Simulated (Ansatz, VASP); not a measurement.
HgTe: VASP beside Ansatz

```
Hg Te
1.0
     0.00000    3.22350    3.12679
     3.22350    0.00000    3.12679
     3.22350    3.22350    0.00000
Hg Te
1 1
Direct
  0.00000 0.00000 0.00000
  0.75000 0.75000 0.75000
```

Change from the starting cell: zz strain of -3 %.

Alike in both runs: task single point; functional LDA; k mesh 11 × 11 × 11; occupations fermi-dirac, width 0.03 eV; no spin polarisation.

|  | VASP | Ansatz |
| --- | --- | --- |
| version | VASP 6.6.1 | Ansatz 0.2.0 |
| potentials or method | VASP PAW LDA potentials, release 64 (Hg, Te), cutoff 520 eV | all-electron LAPW, scalar-relativistic |

VASP gave:

| Item | Value |
| --- | --- |
| pressure (GPa) | 1.5 |
| traceless stress, the component that is largest in VASP (GPa) | 0.30 |

**Question.** Which values does Ansatz return?

**Answer.** Pressure (GPa): 1.2; traceless stress, the component that is largest in VASP (GPa): 0.30.

LDA's correlation is that of Perdew and Zunger in VASP and of Perdew and Wang (1992) in Ansatz. Ansatz ran all-electron here, and VASP with PAW potentials.

Spin-orbit coupling is off throughout.
